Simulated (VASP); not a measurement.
SrB, 2 atoms in the cell. Symmetry: Fm-3m, No. 225, cubic system. The conventional cell has a = 5.299 Å, b = 5.299 Å, c = 5.299 Å, α = 90.00°, β = 90.00°, γ = 90.00°. Sr (site symmetry m-3m) has 6 B at 2.65 Å within 3.5 Å. B (site symmetry m-3m) has 6 Sr at 2.65 Å within 3.5 Å. 

- Program: VASP 6.6.1
- Task: relaxation of cell and atoms
- Functional: PBE
- Potentials or basis: VASP PAW PBE potentials, release 64 (Sr_sv, B)
- Cutoff: 600 eV
- k mesh: 6 × 6 × 6
- Occupations: gaussian, width 0.1 eV
- Spin: no spin polarisation
- Dipole correction: no
- Further INCAR settings: ALGO = Normal; EDIFF = 1e-06; IBRION = 2; EDIFFG = -0.04; NSW = 90; ISIF = 3

Potentials or basis: VASP PAW PBE potentials, release 64 (Sr_sv, B).

Run with:

```sh
$ cat potpaw_PBE.64/Sr_sv/POTCAR potpaw_PBE.64/B/POTCAR > POTCAR
$ mpirun -np 1 vasp_std > vasp.out
```

Hardware: 1 thread of AMD EPYC 9R45 96-Core Processor (Zen 5), on a shared host.

Q: How long does it take, and how much memory?

A: Run time: 15 s on 1 thread of AMD EPYC 9R45 96-Core Processor (Zen 5), on a shared host, peak memory 0.14 GiB. Counts: scf iterations 31, k points 16, ion steps 3.
